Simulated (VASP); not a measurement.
MgO:

```
Mg O
1.0
     0.00000    2.12671    2.12671
     2.12671    0.00000    2.12671
     2.12671    2.12671    0.00000
Mg O
1 1
Direct
  0.00000 0.00000 0.00000
  0.50000 0.50000 0.50000
```

- Program: VASP 6.6.1
- Task: relaxation of cell and atoms
- Functional: r2SCAN
- Potentials or basis: VASP PAW PBE potentials, release 64 (Mg, O)
- Cutoff: 600 eV
- k mesh: 10 × 10 × 10
- Occupations: fermi-dirac, width 0.02 eV
- Spin: no spin polarisation

At the start: pressure -6.7 GPa; volume 9.62 Å³/atom.

Problem. Where does the relaxation end?

Solution. Over 3 steps the energy falls by 8.9 meV/atom and the volume is 9.21 Å³/atom (-4.2 %); space group Fm-3m (No. 225, to 0.1 Å) before and after.

Step by step:
```tsv
step	energy change (eV)	largest force (eV/Å)	pressure (GPa)	volume (Å³)
1	0.0000	0.0000	-6.73	19.24
2	-0.0152	0.0000	2.82	18.13
3	-0.0177	0.0000	0.01	18.42
```

Final structure:
```
CELL_PARAMETERS angstrom
0.00000 2.09631 2.09631
2.09631 0.00000 2.09631
2.09631 2.09631 0.00000
ATOMIC_POSITIONS crystal
Mg 0.00000 0.00000 0.00000
O 0.50000 0.50000 0.50000
```

Caveat: the PAW data sets were made with another functional, which shifts forces and pressure a little.
